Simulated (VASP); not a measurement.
# Zn15Se16 (a cell with a defect) in VASP: a series of runs

The runs below take Zn15Se16 (a cell with a defect) through single point, with PBEsol.

Everything below comes from runs of VASP 6.6.1. Logs are shortened: lines on timing, memory, paths and dates and some standing lists are left out, and cuts for length are marked.

### 1 The cell of the first run

The cell holds a defect, 31 atoms: a = 9.757 Å, b = 9.757 Å, c = 9.757 Å, α = 109.47°, β = 109.47°, γ = 109.47°.

### 2 Single point, PBEsol

Contents of INCAR:

```
PREC = Accurate
ENCUT = 520
EDIFF = 1E-6
ISMEAR = 0
SIGMA = 0.02
LREAL = Auto
LASPH = True
NELM = 100
ALGO = Normal
ISIF = 2
LWAVE = False
LCHARG = False
GGA = PS
NELECT = 278.0
NBANDS = 159
```

Contents of KPOINTS:

```
Automatic mesh
0
Gamma
  2 2 2
  0.5 0.5 0.5
```

Contents of POSCAR:

```
Zn15Se16
1.0
   -5.6332473954      5.6332473954     -5.6332473954
    5.6332473954      5.6332473954      5.6332473954
    5.6332473954     -5.6332473954     -5.6332473954
Zn Se
15 16
Direct
    0.0244849889      0.4448049809      0.4999999649
    0.5047572564      0.2539481048      0.2639415413
    0.7606076388      0.7509204200      0.4999999649
    0.2543721054      0.5096571832      0.2540783139
    0.5029649510      0.0118337604      0.4999999649
   -0.0028549252      0.7623782871      0.2589618204
    0.7509469588      0.2560662436      0.0033432759
    0.4880167348      0.4850778438     -0.0138058023
    0.7486598234     -0.0123956921      0.2419101993
    0.0067496592      0.2456941623      0.7580898193
    0.2476037181      0.7527229327     -0.0033432759
    0.0018224834     -0.0011164963      0.0138057136
    0.7408157688      0.4900066172      0.7360585660
    0.5002937564      0.7555788342      0.7459216159
    0.2381831306      0.0034163243      0.7410380207
    0.2434398676      0.2480505296      0.7322644845
    0.0000304443      0.4938214683      0.7494588296
    0.4838637128      0.2503751213      0.5000000537
    0.7552526458      0.7533997182      0.7516346616
    0.2758891792      0.4925117442      0.4999999649
    0.4993992457      0.0071461445      0.7513493023
    0.0032633042      0.7330039336      0.4999999649
    0.7505715093      0.2443626036      0.2505411002
    0.5036180379      0.5017651102      0.2483654457
    0.7499305824     -0.0013464702      0.4999999649
    0.0012072965      0.2509792134      0.0072054354
    0.2480499083      0.7557968257      0.2486507163
    0.0111753480      0.0157860101      0.2677354453
    0.7518596651      0.5047419011     -0.0008305156
    0.4940017373      0.7437737429     -0.0072055241
    0.2526902158      0.0055724519      0.0008305156
```

Potentials or basis: VASP PAW PBE potentials, release 64 (Zn, Se).

Launch:

```
$ cat potpaw_PBE.64/Zn/POTCAR potpaw_PBE.64/Se/POTCAR > POTCAR
$ mpirun -np 1 vasp_std > vasp.out
```

OUTCAR:

```text
PREC = Accurate
   ENCUT = 520
   EDIFF = 1E-6
   ISMEAR = 0
   LREAL = Auto
   LASPH = True
   NELM = 100
   ISIF = 2
   GGA = PS
   NELECT = 278.0

 ion  position               nearest neighbor table
   1  0.024  0.445  0.500-  20 2.34  17 2.43  23 2.43  22 2.89
   2  0.505  0.254  0.264-  18 2.39  23 2.48  24 2.48  31 2.49
   3  0.761  0.751  0.500-  22 2.43  25 2.45  24 2.47  19 2.47
   4  0.254  0.510  0.254-  20 2.41  27 2.44  26 2.47  24 2.48
   5  0.503  0.012  0.500-  18 2.40  25 2.46  27 2.48  21 2.48
   6  0.997  0.762  0.259-  28 2.40  22 2.45  29 2.48  27 2.50
   7  0.751  0.256  0.003-  29 2.44  26 2.45  21 2.45  23 2.45
   8  0.488  0.485  0.986-  16 2.40  24 2.46  29 2.47  30 2.48
   9  0.749  0.988  0.242-  28 2.40  30 2.43  23 2.47  25 2.48
  10  0.007  0.246  0.758-  16 2.40  26 2.43  17 2.47  25 2.48
  11  0.248  0.753  0.997-  31 2.44  30 2.45  27 2.45  17 2.45
  12  0.002  0.999  0.014-  28 2.40  19 2.46  31 2.47  26 2.48
  13  0.741  0.490  0.736-  18 2.39  17 2.48  19 2.48  29 2.49
  14  0.500  0.756  0.746-  20 2.41  21 2.44  30 2.47  19 2.48
  15  0.238  0.003  0.741-  16 2.40  22 2.45  31 2.48  21 2.50
  16  0.243  0.248  0.732-   8 2.40  10 2.40  15 2.40
  17  0.000  0.494  0.749-   1 2.43  11 2.45  10 2.47  13 2.48
  18  0.484  0.250  0.500-  13 2.39   2 2.39   5 2.40
  19  0.755  0.753  0.752-  12 2.46   3 2.47  13 2.48  14 2.48
  20  0.276  0.493  0.500-   1 2.34   4 2.41  14 2.41
  21  0.499  0.007  0.751-  14 2.44   7 2.45   5 2.48  15 2.50
  22  0.003  0.733  0.500-   3 2.43  15 2.45   6 2.45   1 2.89
  23  0.751  0.244  0.251-   1 2.43   7 2.45   9 2.47   2 2.48
  24  0.504  0.502  0.248-   8 2.46   3 2.47   2 2.48   4 2.48
  25  0.750  0.999  0.500-   3 2.45   5 2.46   9 2.48  10 2.48
  26  0.001  0.251  0.007-  10 2.43   7 2.45   4 2.47  12 2.48
  27  0.248  0.756  0.249-   4 2.44  11 2.45   5 2.48   6 2.50
  28  0.011  0.016  0.268-  12 2.40   9 2.40   6 2.40
  29  0.752  0.505  0.999-   7 2.44   8 2.47   6 2.48  13 2.49
  30  0.494  0.744  0.993-   9 2.43  11 2.45  14 2.47   8 2.48
  31  0.253  0.006  0.001-  11 2.44  12 2.47  15 2.48   2 2.49

  LATTYP: Found a body centered cubic cell.
 ALAT       =    11.2664947908

  Lattice vectors:

 A1 = (  -5.6332473954,   5.6332473954,  -5.6332473954)
 A2 = (   5.6332473954,   5.6332473954,   5.6332473954)
 A3 = (   5.6332473954,  -5.6332473954,  -5.6332473954)

Analysis of symmetry for initial positions (statically):
=====================================================================
 Subroutine PRICEL returns:
 Original cell was already a primitive cell.

 Routine SETGRP: Setting up the symmetry group for a
 body centered cubic supercell.

 Subroutine GETGRP returns: Found  2 space group operations
[... 164 lines left out ...]
   TEBEG  =    0.0;   TEEND  =   0.0 temperature during run
   PSTRESS=    0.0 pullay stress
   NELECT =     278.0000    total number of electrons
   NUPDOWN=      -1.0000    fix difference up-down
   EMIN   =  10.00;   EMAX   =-10.00  energy-range for DOS
   EFERMI =   0.00;   METHOD = LEGACY
   ISMEAR =     0;   SIGMA  =   0.02  broadening in eV -4-tet -1-fermi 0-gaus
   EFERMI_NEDOS =   21; number of points for ismear=-14 and -15
   IALGO  =     38    algorithm
   IMIX   =      4    mixing-type and parameters
     AMIX     =   0.40;   BMIX     =  1.00
     AMIX_MAG =   1.60;   BMIX_MAG =  1.00
  volume/ion in A,a.u.               =      23.07       155.66
  Fermi-wavevector in a.u.,A,eV,Ry     =   1.194843  2.257926 19.424363  1.427650
  Thomas-Fermi vector in A             =   2.330823
   LORBIT       =      0    0 simple, 1 ext, 2 COOP (PROOUT), +10 PAW based schemes
   GGA     = PS    functional components
   LHFCALC =     F    Hartree Fock is set to
   AEXX    =    0.0000 exact exchange contribution
   IVDW    =     0    specifies the selected vdW correction
   LEPSILON=     F    determine dielectric tensor
   LRPA    =     F    only Hartree local field effects (RPA)
 non-spin polarized calculation
 Gauss-broadening in eV      SIGMA  =   0.02
  energy-cutoff  :      520.00
  volume of cell :      715.05
 maximum number of plane-waves:     19368
 NGX is ok and might be reduce to    80
   NGX = 37   NGY = 37   NGZ = 37

 number of electron     278.0000007 magnetization

 Free energy of the ion-electron system (eV)
  ---------------------------------------------------
  ext. energy  EPLUGINS =         0.00000000
  ---------------------------------------------------
  free energy    TOTEN  =      -100.48257835 eV

  energy without entropy =     -100.48257835  energy(sigma->0) =     -100.48257835

 E-fermi :   1.5473     XC(G=0):  -9.5447

 val. band max:        1.4034288304   @ k =   0.2500   0.2500   0.2500
 cond. band min:       4.1065284495   @ k =   0.2500   0.2500   0.2500
 fundamental gap:      2.7030996191
 Fermi energy:         1.5472852945

 k-point     1 :       0.2500    0.2500    0.2500
  band No.  band energies     occupation
      1     -11.5550      2.00000
      2     -11.5377      2.00000
      3     -11.4719      2.00000
      4     -11.3371      2.00000
      5     -11.0598      2.00000
      6     -11.0253      2.00000
[... 451 lines left out ...]
    150       5.5825      0.00000
    151       5.6104      0.00000
 [bands above 151 left out]

------------------------ aborting loop because EDIFF is reached ----------------------------------------

  FORCE on cell =-STRESS in cart. coord.  units (eV):
  Direction    XX          YY          ZZ          XY          YZ          ZX
  --------------------------------------------------------------------------------------
  -------------------------------------------------------------------------------------
  Total       11.2380237     12.2640067     11.2380237     -0.0106190     -0.0106188     -0.3266811
  in kB       25.1804834     27.4793527     25.1804834     -0.0237935     -0.0237930     -0.7319782
  external PRESSURE =      25.9467731 kB  Pullay stress =       0.0000000 kB

 VOLUME and BASIS-vectors are now :
 -----------------------------------------------------------------------------
  energy-cutoff  :      520.00
  volume of cell :      715.05
      direct lattice vectors                 reciprocal lattice vectors
    -5.633247395  5.633247395 -5.633247395     0.000000000  0.088758750 -0.088758750
     5.633247395  5.633247395  5.633247395     0.088758750  0.088758750  0.000000000
     5.633247395 -5.633247395 -5.633247395     0.088758750  0.000000000 -0.088758750

 POSITION                                       TOTAL-FORCE (eV/Angst)
 -----------------------------------------------------------------------------------
      5.18439     -0.17300     -0.44886         0.491540      0.328586      0.491540
      0.07398      2.78713     -2.89972        -0.007985      0.001980      0.017502
      2.76205      5.69819     -2.87119        -0.016280     -0.021493     -0.016280
      2.86937      2.87268      0.00680         0.032024     -0.036133     -0.044978
      0.04996      0.08337     -5.58329        -0.021478     -0.002175     -0.021478
      0.13630      8.45303     -2.78130        -0.051598     -0.000347     -0.002954
[... 23 lines left out ...]
      6.99968      1.38004     -4.18563         0.000312      0.007478     -0.028181
     -1.38740      1.45018     -1.39675        -0.002651     -0.012922     -0.008752
 -----------------------------------------------------------------------------------
    total drift:                                0.008149      0.014397      0.006797

  FREE ENERGIE OF THE ION-ELECTRON SYSTEM (eV)
  ---------------------------------------------------
  free  energy   TOTEN  =      -100.4825783536 eV

  energy  without entropy=     -100.4825783536  energy(sigma->0) =     -100.48257835
```

Wall time 12 min (1 thread of AMD EPYC 9R45 (Zen 5), shared host); peak memory 1 GiB.

What came out:

* Free energy: -100.4826 eV
* Largest force: 0.769 eV/Å

Forces on the atoms (eV/Å):
```
Zn   0.492  0.329  0.492
Zn  -0.008  0.002  0.018
Zn  -0.016 -0.021 -0.016
Zn   0.032 -0.036 -0.045
Zn  -0.021 -0.002 -0.021
Zn  -0.052  0.000 -0.003
Zn  -0.042  0.007  0.003
Zn  -0.001 -0.022 -0.010
Zn  -0.025  0.028 -0.049
Zn  -0.049  0.028 -0.025
Zn   0.003  0.007 -0.042
Zn  -0.010 -0.022 -0.001
Zn   0.018  0.002 -0.008
Zn  -0.045 -0.036  0.032
Zn  -0.003  0.000 -0.052
Se  -0.060  0.020 -0.020
Se   0.055 -0.033 -0.036
Se  -0.003 -0.025 -0.003
Se  -0.009 -0.003 -0.002
Se  -0.053 -0.131 -0.053
Se  -0.033 -0.021 -0.006
Se  -0.045 -0.030 -0.045
Se  -0.036 -0.033  0.055
Se  -0.002 -0.003 -0.009
Se  -0.021  0.009 -0.021
Se  -0.028  0.007  0.000
Se  -0.006 -0.021 -0.033
Se  -0.020  0.020 -0.060
Se  -0.009 -0.013 -0.003
Se   0.000  0.007 -0.028
Se  -0.003 -0.013 -0.009
```

Caveat: the cell carries a net charge on a neutralising background, which shifts energy and pressure; the cell is charged against a uniform background, so pressure and absolute levels hang on convention; the PAW data sets were made with another functional, which shifts forces and pressure a little.

### 3 Single point, PBEsol

Contents of INCAR:

```
SYSTEM = Zn15Se16
PREC = Accurate
ENCUT = 520
EDIFF = 1E-6
ISMEAR = 0
SIGMA = 0.02
LREAL = Auto
LASPH = .TRUE.
NELM = 100
ALGO = Normal
ISIF = 2
LWAVE = .FALSE.
LCHARG = .FALSE.
GGA = PS
NELECT = 278.0
NBANDS = 159
```

KPOINTS is that of step 2.

Contents of POSCAR:

```
Zn15Se16
1.0
   -5.6332473954      5.6332473954     -5.6332473954
    5.6332473954      5.6332473954      5.6332473954
    5.6332473954     -5.6332473954     -5.6332473954
Zn Se
15 16
Direct
    0.0388573383      0.3745461280      0.4999998761
    0.5078488125      0.2536579525      0.2657463617
    0.7629225557      0.7525963627      0.5000000537
    0.2549063443      0.5092136558      0.2480448491
    0.5025806256      0.0122592699      0.4999999649
   -0.0011779174      0.7652835385      0.2634418295
    0.7521207933      0.2576772150      0.0073107032
    0.4906227804      0.4858306955     -0.0141305706
    0.7426797025     -0.0147409645      0.2390972570
    0.0035825694      0.2461618322      0.7609028504
    0.2448099477      0.7503663879     -0.0073107920
    0.0047533861     -0.0000387876      0.0141304818
    0.7421025044      0.4879117332      0.7342538344
    0.5068613714      0.7611687716      0.7519549920
    0.2353802180      0.0018415666      0.7365581003
    0.2412835625      0.2505118985      0.7327738710
    0.0007137979      0.4907718951      0.7425091082
    0.4831405953      0.2505642662      0.5000000537
    0.7583688768      0.7537145454      0.7528147980
    0.2853967502      0.5050954273      0.5000000537
    0.5010856619      0.0099055653      0.7534781809
    0.0029543350      0.7349473065      0.4999999649
    0.7582047619      0.2482627518      0.2574908216
    0.5055540437      0.5008997124      0.2471851318
    0.7485492300     -0.0013547248      0.4999999649
    0.0009404877      0.2506424627      0.0084654546
    0.2476075347      0.7564274567      0.2465218377
    0.0085096564      0.0177380812      0.2672261476
    0.7546474887      0.5061124250     -0.0004025209
    0.4924750868      0.7421770617     -0.0084654546
    0.2550500447      0.0065149810      0.0004025209
```

Potentials or basis: VASP PAW PBE potentials, release 64 (Zn, Se).

Launch:

```
$ cat potpaw_PBE.64/Zn/POTCAR potpaw_PBE.64/Se/POTCAR > POTCAR
$ mpirun -np 1 vasp_std > vasp.out
```

Wall time 19 min (1 thread of Intel Xeon 6975P-C, shared host); peak memory 1.1 GiB.

It converged, with:

```yaml
Free_energy: -99.8621 eV
Largest_force: 0.635 eV/Å
```

Forces on the atoms (eV/Å):
```
Zn   0.430  0.183  0.430
Zn   0.006  0.003  0.023
Zn  -0.023 -0.005 -0.023
Zn   0.030 -0.005 -0.009
Zn  -0.012 -0.010 -0.012
Zn  -0.022  0.004  0.011
Zn  -0.047  0.024 -0.002
Zn  -0.004 -0.022 -0.008
Zn  -0.044  0.022 -0.062
Zn  -0.062  0.022 -0.044
Zn  -0.002  0.024 -0.047
Zn  -0.008 -0.022 -0.004
Zn   0.023  0.003  0.006
Zn  -0.009 -0.005  0.030
Zn   0.011  0.004 -0.022
Se  -0.045  0.028 -0.002
Se   0.077 -0.046 -0.040
Se  -0.001 -0.062 -0.001
Se  -0.004  0.000  0.008
Se  -0.181 -0.079 -0.181
Se  -0.005 -0.011  0.005
Se  -0.032 -0.019 -0.032
Se  -0.040 -0.046  0.077
Se   0.008  0.000 -0.004
Se  -0.012  0.021 -0.012
Se  -0.030 -0.015 -0.008
Se   0.005 -0.011 -0.005
Se  -0.002  0.028 -0.045
Se   0.001  0.003  0.001
Se  -0.008 -0.015 -0.030
Se   0.001  0.003  0.001
```

Levels at points of the mesh, in eV from the Fermi level:
```csv
k point,band 136,band 137,band 138,band 139,band 140,band 141,band 142,band 143
"(0.25, 0.25, 0.25)",-0.51,-0.38,-0.32,-0.13,2.01,2.50,2.54,2.69
```

Caveat: the cell carries a net charge on a neutralising background, which shifts energy and pressure; the cell is charged against a uniform background, so pressure and absolute levels hang on convention; the PAW data sets were made with another functional, which shifts forces and pressure a little.
